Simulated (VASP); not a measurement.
# Si (Im-3m) in VASP: a series of runs

Si is run at these levels: LDA; tasks: single point.

Program: VASP 6.6.1. These are calculated values, not measurements. Logs are shortened: lines on timing, memory, paths and dates and some standing lists are left out, and cuts for length are marked.

**1. The cell of the first run**

It takes space group Im-3m (No. 229, cubic). The conventional cell has a = 3.083 Å, b = 3.083 Å, c = 3.083 Å, α = 90.00°, β = 90.00°, γ = 90.00°. Si (site symmetry m-3m) has 14 Si at 2.67 to 3.08 Å within 3.5 Å.

**2. Single point, LDA (volume scaled by 1.04)**

Contents of INCAR:

```
SYSTEM = Si
  PREC = Accurate
  ENCUT = 520
  EDIFF = 1E-7
  ISMEAR = -1
  SIGMA = 0.1
  LREAL = .False.
  LASPH = .True.
  NELM = 60
  ALGO = Normal
  ISIF = 2
  LWAVE = .False.
  LCHARG = .False.
  NBANDS = 8
```

Contents of KPOINTS:

```
Automatic mesh
0
Gamma
  16 16 16
  0 0 0
```

Contents of POSCAR:

```
Si
1.0
   -1.5416981232      1.5416981232      1.5416981232
    1.5416981232     -1.5416981232      1.5416981232
    1.5416981232      1.5416981232     -1.5416981232
Si
1
Direct
    0.0000000000      0.0000000000      0.0000000000
```

Potentials or basis: VASP PAW LDA potentials, release 64 (Si).

Command:

```bash
> cat potpaw_LDA.64/Si/POTCAR > POTCAR
> mpirun -np 1 vasp_std > vasp.out
```

OUTCAR:

```text
SYSTEM = Si
   PREC = Accurate
   ENCUT = 520
   EDIFF = 1E-7
   ISMEAR = -1
   LREAL = .False.
   LASPH = .True.
   NELM = 60
   ISIF = 2

 ion  position               nearest neighbor table
   1  0.000  0.000  0.000-

  LATTYP: Found a body centered cubic cell.
 ALAT       =     3.0833962464

  Lattice vectors:

 A1 = (  -1.5416981232,   1.5416981232,   1.5416981232)
 A2 = (   1.5416981232,  -1.5416981232,   1.5416981232)
 A3 = (   1.5416981232,   1.5416981232,  -1.5416981232)

Analysis of symmetry for initial positions (statically):
=====================================================================
 Subroutine PRICEL returns:
 Original cell was already a primitive cell.

 Routine SETGRP: Setting up the symmetry group for a
 body centered cubic supercell.

 Subroutine GETGRP returns: Found 48 space group operations
[... 9 lines left out ...]

 Routine SETGRP: Setting up the symmetry group for a
 body centered cubic supercell.

 Subroutine GETGRP returns: Found 48 space group operations
[... 11 lines left out ...]
                                     Primitive cell

  volume of cell :      14.6574

  direct lattice vectors                    reciprocal lattice vectors
    -1.541698123  1.541698123  1.541698123     0.000000000  0.324317707  0.324317707
     1.541698123 -1.541698123  1.541698123     0.324317707  0.000000000  0.324317707
     1.541698123  1.541698123 -1.541698123     0.324317707  0.324317707  0.000000000

  length of vectors
     2.670299479  2.670299479  2.670299479     0.458654500  0.458654500  0.458654500

  position of ions in fractional coordinates (direct lattice)
     0.000000000  0.000000000  0.000000000

  ion indices of the primitive-cell ions
   primitive index   ion index
                 1           1

----------------------------------------------------------------------------------------

 KPOINTS: Automatic mesh

Automatic generation of k-mesh.
 Grid dimensions read from file:
 generate k-points for:   16   16   16

 Generating k-lattice:

  Cartesian coordinates                     Fractional coordinates (reciprocal lattice)
     0.000000000  0.020269857  0.020269857     0.062500000  0.000000000  0.000000000
     0.020269857  0.000000000  0.020269857     0.000000000  0.062500000  0.000000000
     0.020269857  0.020269857  0.000000000     0.000000000  0.000000000  0.062500000

  Length of vectors
     0.028665906  0.028665906  0.028665906

  Shift w.r.t. Gamma in fractional coordinates (k-lattice)
     0.000000000  0.000000000  0.000000000

 Subroutine IBZKPT returns following result:
 ===========================================

 Found    145 irreducible k-points:

 Following reciprocal coordinates:
            Coordinates               Weight
  0.000000  0.000000  0.000000      1.000000
  0.062500  0.000000  0.000000     12.000000
  0.125000  0.000000  0.000000     12.000000
  0.187500  0.000000  0.000000     12.000000
  0.250000  0.000000  0.000000     12.000000
  0.312500  0.000000  0.000000     12.000000
[... 16 lines left out ...]
  0.187500  0.187500  0.000000     24.000000
  0.250000  0.187500  0.000000     48.000000
 [... further k-points ...]
   k-points           NKPTS =    145   k-points in BZ     NKDIM =    145   number of bands    NBANDS=      8
   number of dos      NEDOS =    301   number of ions     NIONS =      1
   total plane-waves  NPLWV =   8000
   dimension x,y,z NGX =    20 NGY =   20 NGZ =   20
   dimension x,y,z NGXF=    40 NGYF=   40 NGZF=   40
   ions per type =               1
   NGX,Y,Z   is equivalent  to a cutoff of  12.45, 12.45, 12.45 a.u.
   NGXF,Y,Z  is equivalent  to a cutoff of  24.90, 24.90, 24.90 a.u.
 SYSTEM =  Si
   PREC   = accura    normal or accurate (medium, high low for compatibility)
   ISTART =      0    job   : 0-new  1-cont  2-samecut
   ICHARG =      2    charge: 1-file 2-atom 10-const
   ISPIN  =      1    spin polarized calculation?
   LNONCOLLINEAR =      F non collinear calculations
   LSORBIT =      F    spin-orbit coupling
   LASPH  =      T    aspherical Exc in radial PAW
   ENCUT  =  520.0 eV  38.22 Ry    6.18 a.u.   4.96  4.96  4.96*2*pi/ulx,y,z
   NELM   =     60;   NELMIN=  2; NELMDL= -5     # of ELM steps
   EDIFF  = 0.1E-06   stopping-criterion for ELM
   LREAL  =      F    real-space projection
   EDIFFG = 0.1E-05   stopping-criterion for IOM
   NSW    =      0    number of steps for IOM
   IBRION =     -1    ionic relax: 0-MD 1-quasi-New 2-CG
   NFREE  =      0    steps in history (QN), initial steepest desc. (CG)
   ISIF   =      2    stress and relaxation
   ISYM   =      2    0-nonsym 1-usesym 2-fastsym
   POTIM  = 0.5000    time-step for ionic-motion
   TEBEG  =    0.0;   TEEND  =   0.0 temperature during run
   PSTRESS=    0.0 pullay stress
   NELECT =       4.0000    total number of electrons
   NUPDOWN=      -1.0000    fix difference up-down
   EMIN   =  10.00;   EMAX   =-10.00  energy-range for DOS
   EFERMI =   0.00;   METHOD = LEGACY
   ISMEAR =    -1;   SIGMA  =   0.10  broadening in eV -4-tet -1-fermi 0-gaus
   EFERMI_NEDOS =   21; number of points for ismear=-14 and -15
   IALGO  =     38    algorithm
   IMIX   =      4    mixing-type and parameters
     AMIX     =   0.40;   BMIX     =  1.00
     AMIX_MAG =   1.60;   BMIX_MAG =  1.00
  volume/ion in A,a.u.               =      14.66        98.91
  Fermi-wavevector in a.u.,A,eV,Ry     =   1.061880  2.006662 15.341785  1.127589
  Thomas-Fermi vector in A             =   2.197312
   LORBIT       =      0    0 simple, 1 ext, 2 COOP (PROOUT), +10 PAW based schemes
   GGA     = CA    functional components
   LHFCALC =     F    Hartree Fock is set to
   AEXX    =    0.0000 exact exchange contribution
   IVDW    =     0    specifies the selected vdW correction
   LEPSILON=     F    determine dielectric tensor
   LRPA    =     F    only Hartree local field effects (RPA)
 non-spin polarized calculation
  energy-cutoff  :      520.00
  volume of cell :       14.66
 maximum number of plane-waves:       420
   NGX =  9   NGY =  9   NGZ =  9

 number of electron       3.9999999 magnetization

 Free energy of the ion-electron system (eV)
  ---------------------------------------------------
  ext. energy  EPLUGINS =         0.00000000
  ---------------------------------------------------
  free energy    TOTEN  =        -5.52383632 eV

  energy without entropy =       -5.50643321  energy(sigma->0) =       -5.51513477

 E-fermi :   9.8174     XC(G=0): -11.2136

 val. band max:        9.8088681016   @ k =  -0.4375   0.5000   0.2500
 cond. band min:       9.8570346366   @ k =  -0.3750   0.5000   0.1250
 fundamental gap:      0.0481665350
 Fermi energy:         9.8173974163

 k-point     1 :       0.0000    0.0000    0.0000
  band No.  band energies     occupation
      1      -4.3087      2.00000
      2      21.0030      0.00000
      3      21.0030      0.00000
      4      21.0030      0.00000
      5      22.3376      0.00000
      6      22.3376      0.00000
      7      22.3376      0.00000
      8      26.0111      0.00000

 k-point     2 :       0.0625    0.0000    0.0000
  band No.  band energies     occupation
      1      -4.1896      2.00000
      2      19.6247      0.00000
      3      20.0290      0.00000
      4      20.8449      0.00000
      5      21.9517      0.00000
      6      22.9978      0.00000
      7      23.5097      0.00000
      8      25.1949      0.00000

 k-point     3 :       0.1250    0.0000    0.0000
  band No.  band energies     occupation
      1      -3.8329      2.00000
      2      17.2660      0.00000
      3      18.7859      0.00000
      4      20.4088      0.00000
      5      21.0764      0.00000
      6      22.9306      0.00000
      7      24.9464      0.00000
      8      25.3435      0.00000

 k-point     4 :       0.1875    0.0000    0.0000
  band No.  band energies     occupation
      1      -3.2397      2.00000
      2      14.6668      0.00000
      3      17.7030      0.00000
      4      19.8093      0.00000
      5      20.0947      0.00000
      6      22.0732      0.00000
      7      25.6802      0.00000
      8      25.9923      0.00000

 k-point     5 :       0.2500    0.0000    0.0000
  band No.  band energies     occupation
      1      -2.4123      2.00000
      2      12.0716      0.00000
      3      16.8109      0.00000
      4      19.1836      0.00000
      5      19.1958      0.00000
      6      21.2391      0.00000
      7      26.4981      0.00000
      8      26.6430      0.00000

 k-point     6 :       0.3125    0.0000    0.0000
  band No.  band energies     occupation
      1      -1.3537      2.00000
      2       9.5876      1.81746
      3      16.1158      0.00000
      4      18.4584      0.00000
      5      18.6310      0.00000
      6      20.5558      0.00000
      7      27.2606      0.00000
      8      27.7312      0.00000

 k-point     7 :       0.3750    0.0000    0.0000
  band No.  band energies     occupation
      1      -0.0682      2.00000
      2       7.2647      2.00000
      3      15.6191      0.00000
      4      17.9167      0.00000
      5      18.2085      0.00000
      6      20.0525      0.00000
      7      28.2243      0.00000
      8      28.8951      0.00000

 k-point     8 :       0.4375    0.0000    0.0000
  band No.  band energies     occupation
      1       1.4361      2.00000
      2       5.1319      2.00000
      3      15.3211      0.00000
      4      17.5869      0.00000
      5      17.9458      0.00000
      6      19.7448      0.00000
      7      29.2764      0.00000
      8      29.9761      0.00000

 k-point     9 :       0.5000    0.0000    0.0000
  band No.  band energies     occupation
      1       2.9530      2.00000
      2       3.4045      2.00000
      3      15.2218      0.00000
      4      17.4763      0.00000
      5      17.8568      0.00000
      6      19.6412      0.00000
      7      29.9074      0.00000
      8      30.4958      0.00000

 k-point    10 :       0.0625    0.0625    0.0000
  band No.  band energies     occupation
      1      -3.9517      2.00000
      2      18.2385      0.00000
      3      18.8044      0.00000
      4      20.0002      0.00000
      5      22.0311      0.00000
      6      23.2793      0.00000
      7      24.4328      0.00000
      8      24.6608      0.00000
[... 78 lines left out ...]
 k-point    18 :       0.1875    0.1250    0.0000
  band No.  band energies     occupation
      1      -2.0587      2.00000
      2      12.3599      0.00000
      3      14.0535      0.00000
      4      17.3217      0.00000
      5      21.4104      0.00000
      6      22.8514      0.00000
      7      25.4297      0.00000
      8      27.6696      0.00000

 k-point    19 :       0.2500    0.1250    0.0000
  band No.  band energies     occupation
      1      -1.0019      2.00000
      2       9.9076      0.57729
      3      13.2968      0.00000
      4      16.6472      0.00000
      5      20.8786      0.00000
      6      22.9489      0.00000
      7      25.6917      0.00000
      8      29.1803      0.00000

 k-point    20 :       0.3125    0.1250    0.0000
  band No.  band energies     occupation
      1       0.2814      2.00000
      2       7.5964      2.00000
      3      12.7608      0.00000
      4      16.1519      0.00000
      5      20.4270      0.00000
      6      22.9265      0.00000
      7      26.3691      0.00000
      8      30.1029      0.00000

 k-point    21 :       0.3750    0.1250    0.0000
  band No.  band energies     occupation
      1       1.7831      2.00000
      2       5.4699      2.00000
      3      12.4390      0.00000
      4      15.8503      0.00000
      5      20.1403      0.00000
      6      22.8421      0.00000
      7      27.4082      0.00000
      8      29.8119      0.00000

 k-point    22 :       0.4375    0.1250    0.0000
  band No.  band energies     occupation
      1       3.3011      2.00000
      2       3.7426      2.00000
      3      12.3317      0.00000
      4      15.7491      0.00000
      5      20.0427      0.00000
      6      22.8023      0.00000
      7      28.4596      0.00000
      8      28.8669      0.00000

 k-point    23 :       0.1875    0.1875    0.0000
  band No.  band energies     occupation
      1      -1.1189      2.00000
      2      11.3241      0.00000
      3      11.7443      0.00000
      4      16.5634      0.00000
      5      21.7963      0.00000
      6      22.7692      0.00000
      7      26.7392      0.00000
      8      27.8394      0.00000

 k-point    24 :       0.2500    0.1875    0.0000
  band No.  band energies     occupation
      1       0.0492      2.00000
      2       9.1301      1.99793
      3      10.9054      0.00004
      4      15.9777      0.00000
      5      21.6482      0.00000
      6      23.2387      0.00000
      7      26.9750      0.00000
      8      29.0365      0.00000

 [... further k-points ...]
[... 5 lines left out ...]
  --------------------------------------------------------------------------------------
  -------------------------------------------------------------------------------------
  Total       -0.3151096     -0.3151096     -0.3151096     -0.0000000      0.0000000     -0.0000000
  in kB      -34.4440488    -34.4440488    -34.4440488     -0.0000000      0.0000000     -0.0000000
  external PRESSURE =     -34.4440488 kB  Pullay stress =       0.0000000 kB

 VOLUME and BASIS-vectors are now :
 -----------------------------------------------------------------------------
  energy-cutoff  :      520.00
  volume of cell :       14.66
      direct lattice vectors                 reciprocal lattice vectors
    -1.541698123  1.541698123  1.541698123     0.000000000  0.324317707  0.324317707
     1.541698123 -1.541698123  1.541698123     0.324317707  0.000000000  0.324317707
     1.541698123  1.541698123 -1.541698123     0.324317707  0.324317707  0.000000000

 POSITION                                       TOTAL-FORCE (eV/Angst)
 -----------------------------------------------------------------------------------
      0.00000      0.00000      0.00000        -0.000000     -0.000000      0.000000
 -----------------------------------------------------------------------------------
    total drift:                                0.000000      0.000000      0.000000

  FREE ENERGIE OF THE ION-ELECTRON SYSTEM (eV)
  ---------------------------------------------------
  free  energy   TOTEN  =        -5.5238363188 eV

  energy  without entropy=       -5.5064332149  energy(sigma->0) =       -5.51513477
```

It took 6.2 s on 1 thread of AMD EPYC 9R45 (Zen 5), shared host; peak memory 0.09 GiB.

What came out:

| Item | Value |
| --- | --- |
| Free energy | -5.5238 eV |
| Pressure | -3.4 GPa |
| Band gap on the k mesh | zero (band 2 reaches 21.00 eV, above the bottom of band 3 at 5.89 eV) |

Levels at points of the mesh, in eV from the Fermi level:
| k point | band 1 | band 2 | band 3 | band 4 | band 5 | band 6 |
| --- | --- | --- | --- | --- | --- | --- |
| (0.00, 0.00, 0.00) | -14.13 | 11.19 | 11.19 | 11.19 | 12.52 | 12.52 |
| (0.50, 0.00, 0.00) | -6.86 | -6.41 | 5.40 | 7.66 | 8.04 | 9.82 |
| (0.50, 0.50, 0.50) | -0.47 | -0.47 | -0.47 | 1.02 | 2.45 | 2.45 |

**3. Single point, LDA (volume scaled by 1.08)**

Contents of INCAR:

```
SYSTEM = Si
ALGO = Normal
EDIFF = 1E-7
ENCUT = 520
ISIF = 2
ISMEAR = -1
LASPH = .TRUE.
LCHARG = .TRUE.
LELF = .TRUE.
LREAL = .FALSE.
LVHAR = .TRUE.
LWAVE = .FALSE.
NBANDS = 8
NELM = 100
PREC = Accurate
SIGMA = 0.1
```

Contents of KPOINTS:

```
k-points
0
G
  16 16 16
  0 0 0
```

Contents of POSCAR:

```
Si
1.0
   -1.5612153612      1.5612153612      1.5612153612
    1.5612153612     -1.5612153612      1.5612153612
    1.5612153612      1.5612153612     -1.5612153612
Si
1
Direct
    0.0000000000      0.0000000000      0.0000000000
```

Potentials or basis: VASP PAW LDA potentials, release 64 (Si).

Command:

```bash
> cat potpaw_LDA.64/Si/POTCAR > POTCAR
> mpirun -np 1 vasp_std > vasp.out
```

Wall time 6.5 s (1 thread of AMD EPYC 9R45 (Zen 5), shared host); peak memory 0.09 GiB.

It converged, with:

* Free energy: -5.5063 eV
* Pressure: -6.5 GPa
* Band gap on the k mesh: zero (band 2 reaches 20.04 eV, above the bottom of band 3 at 5.56 eV)

Levels at points of the mesh, in eV from the Fermi level:
| k point | band 1 | band 2 | band 3 | band 4 | band 5 |
| --- | --- | --- | --- | --- | --- |
| (0.00, 0.00, 0.00) | -13.79 | 10.72 | 10.72 | 10.72 | 12.36 |
| (0.50, 0.00, 0.00) | -6.79 | -6.19 | 5.19 | 7.64 | 7.79 |
| (0.50, 0.50, 0.50) | -0.46 | -0.46 | -0.46 | 0.64 | 2.58 |

**4. Single point, LDA (volume scaled by 1.12)**

Contents of INCAR:

```
ALGO     = Normal         # electronic algorithm
EDIFF    = 1E-6           # SCF threshold, eV
ENCUT    = 520            # plane-wave cutoff, eV
ISIF     = 2              # what is computed and relaxed
ISMEAR   = -1             # smearing method
LASPH    = T              # aspherical terms in the spheres
LCHARG   = F              # write CHGCAR
LREAL    = F              # projectors in reciprocal space
LWAVE    = F              # write WAVECAR
NBANDS   = 8              # bands
NELM     = 100            # most SCF steps
PREC     = Accurate       # precision mode
SIGMA    = 0.1            # smearing width, eV
```

Contents of KPOINTS:

```
k-points
0
Gamma
  16 16 16
```

Contents of POSCAR:

```
Si
1.0
   -1.5802564495      1.5802564495      1.5802564495
    1.5802564495     -1.5802564495      1.5802564495
    1.5802564495      1.5802564495     -1.5802564495
Si
1
Direct
    0.0000000000      0.0000000000      0.0000000000
```

Command:

```bash
> cat potpaw_LDA.64/Si/POTCAR > POTCAR
> mpirun -np 1 vasp_std > vasp.out
```

Wall time 5.3 s (1 thread of AMD EPYC 9R45 (Zen 5), shared host); peak memory 0.09 GiB.

Results (log left out):

- Free energy: -5.4791 eV
- Pressure: -8.9 GPa
- Band gap on the k mesh: zero (band 2 reaches 19.15 eV, above the bottom of band 3 at 5.26 eV)

Levels at points of the mesh, in eV from the Fermi level:
| k point | band 1 | band 2 | band 3 | band 4 | band 5 | band 6 | band 7 |
| --- | --- | --- | --- | --- | --- | --- | --- |
| (0.00, 0.00, 0.00) | -13.47 | 10.28 | 10.28 | 10.28 | 12.21 | 12.21 | 12.21 |
| (0.50, 0.00, 0.00) | -6.71 | -5.97 | 4.99 | 7.55 | 7.61 | 9.35 | 19.36 |
| (0.50, 0.50, 0.50) | -0.45 | -0.45 | -0.45 | 0.29 | 2.69 | 2.69 | 23.40 |

**5. Summary**

| cell | gap on the mesh (eV) | pressure (GPa) |
| --- | --- | --- |
| a = 2.670 Å, angles 109.5°, 1 atom | none | -3.4 |
| a = 2.704 Å, angles 109.5°, 1 atom | none | -6.5 |
| a = 2.737 Å, angles 109.5°, 1 atom | none | -8.9 |

Alike in all rows: task single point; level LDA; potentials or basis VASP PAW LDA potentials, release 64 (Si); no spin polarisation; k mesh 16 × 16 × 16; cutoff (eV) 520; smearing fermi-dirac 0.1 eV.

Absolute energies hang on the potentials; compare differences alone.
